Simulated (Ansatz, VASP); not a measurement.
Two plane-wave programs on AgI

```
Ag I
1.0
     4.90415    0.00000    0.00000
    -2.45207    4.24712    0.00000
     0.00000    0.00000    7.96795
Ag I
2 2
Direct
  0.33333 0.66667 0.00133
  0.66667 0.33333 0.50133
  0.33333 0.66667 0.37857
  0.66667 0.33333 0.87857
```

Alike in both runs: task single point; functional r2SCAN; k mesh 6 × 6 × 4; occupations gaussian, width 0.02 eV; no spin polarisation.

|  | VASP | Ansatz |
| --- | --- | --- |
| version | VASP 6.6.1 | Ansatz 0.2.0 |
| potentials or method | VASP PAW PBE potentials, release 64 (Ag, I), cutoff 550 eV | scalar-relativistic, plane waves, PAW |
| valence electrons in the cell | 36 | 72 |

VASP gave:

```
gap on the k mesh at the Fermi level (eV) : 1.84
least direct gap on the mesh (eV)         : 1.84
pressure (GPa)                            : -3.1
```

Which values does Ansatz return?

gap on the k mesh at the Fermi level (eV): 1.88; least direct gap on the mesh (eV): 1.88; pressure (GPa): -3.0.

VASP's potentials were made for PBE, not for r2SCAN. VASP's potentials hold 36 valence electrons a cell and Ansatz's 72, so a difference there can come from the potentials and not from the codes.

Spin-orbit coupling is off throughout.
